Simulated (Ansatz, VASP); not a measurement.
# One calculation of Be, two programs

```
Be
1.0
     3.75926    0.00000    0.00000
     0.00000    3.75926    0.00000
     0.00000    0.00000    2.28886
Be
4
Direct
  0.29741 0.29741 0.00000
  0.70259 0.70259 0.00000
  0.20259 0.79741 0.50000
  0.79741 0.20259 0.50000
```

Change from the starting cell: volume scaled by 1.01, crystal datasets.

Alike in both runs: task electric field gradients; functional PBEsol; k mesh 9 × 9 × 14; occupations fermi-dirac, width 0.05 eV; no spin polarisation.

|  | VASP | Ansatz |
| --- | --- | --- |
| version | VASP 6.6.1 | Ansatz 0.2.0 |
| potentials or method | VASP PAW PBE potentials, release 64 (Be), cutoff 520 eV | all-electron PAW with datasets made for the crystal, scalar-relativistic |

```tsv
	VASP	Ansatz	Ansatz less VASP
pressure (GPa)	-1.9	-2.3	-0.44
traceless stress, the component that is largest in VASP (GPa)	-0.89	-0.90	-0.013
rms of the force components (eV/Å)	0.001	0.003	+0.0021
size of Vzz on the site where it differs most (V/Å²)	1.7	1.4	-0.30
```

VASP's potentials were made for PBE, not for PBEsol. Atom by atom the forces differ by 0.002 eV/Å (rms over components). Ansatz ran all-electron here, and VASP with PAW potentials.
